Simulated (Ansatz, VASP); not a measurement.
## TeP2: VASP beside Ansatz

```
CELL_PARAMETERS angstrom
4.18292 0.00000 0.00000
-2.09146 3.62251 0.00000
0.00000 0.00000 4.03028
ATOMIC_POSITIONS crystal
Te 0.00000 0.00000 0.00000
P 0.33333 0.66667 0.50000
P 0.66667 0.33333 0.50000
```

Change from the starting cell: species swapped into the AgB2 type (P6/mmm, No. 191).

Alike in both runs: functional PBE; k mesh 12 × 12 × 10; occupations gaussian, width 0.1 eV; no spin polarisation.

Ansatz relaxed the structure, and its values are those at the end. VASP's run is a single point on that final structure, the one shown.

```csv
,VASP,Ansatz
version,VASP 6.6.1,Ansatz 0.2.0
potentials or method,"VASP PAW PBE potentials, release 64 (Te, P), cutoff 520 eV","scalar-relativistic, plane waves, PAW"
valence electrons in the cell,16,26
```

Ansatz gave:

- gap on the k mesh at the Fermi level (eV): none
- pressure (GPa): 0.0

**Question.** Which values does VASP return?

**Answer.** gap on the k mesh at the Fermi level (eV): none; pressure (GPa): -0.1.

A gap of «none» marks a metal or a gap that the smearing closes. VASP's potentials hold 16 valence electrons a cell and Ansatz's 26, so a difference there can come from the potentials and not from the codes.

Spin-orbit coupling is off throughout.
